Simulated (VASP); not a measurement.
Runs of VASP 6.6.1 on MoS2. Symmetry: R-3m, No. 166, trigonal system. The conventional cell has a = 3.171 Å, b = 3.171 Å, c = 18.345 Å, α = 90.00°, β = 90.00°, γ = 120.00°. Mo (site symmetry -3m) has 6 S at 2.39 Å and 6 Mo at 3.17 Å within 3.2 Å. Within 3.2 Å of S (site symmetry 3m) lie 3 Mo at 2.39 Å and 6 S at 3.17 Å. 

```tsv
smearing	gap on the mesh (eV)	pressure (GPa)	largest force (eV/Å)
fermi-dirac 0.3 eV	none	8.8	(a)
fermi-dirac 0.2 eV	none	8.3	(b)
fermi-dirac 0.1 eV	none	8.0	0.98
fermi-dirac 0.05 eV	none	7.9	0.98
```

Alike in all rows: task single point; level PBE; potentials or basis VASP PAW PBE potentials, release 64 (Mo_sv, S); no spin polarisation; cell as given; k mesh 8 × 8 × 8; cutoff (eV) 520.

Q: Estimate the missing entries.

A: (a) 1.00; (b) 0.99.

Caveats: forces of over 1 eV/Å act on the atoms, so gaps and moduli don't describe the material at rest (some runs).

A k mesh can miss the band edges, and the runs leave out spin-orbit coupling on Mo.

A gap of «none» marks levels without a gap at the run's occupations.
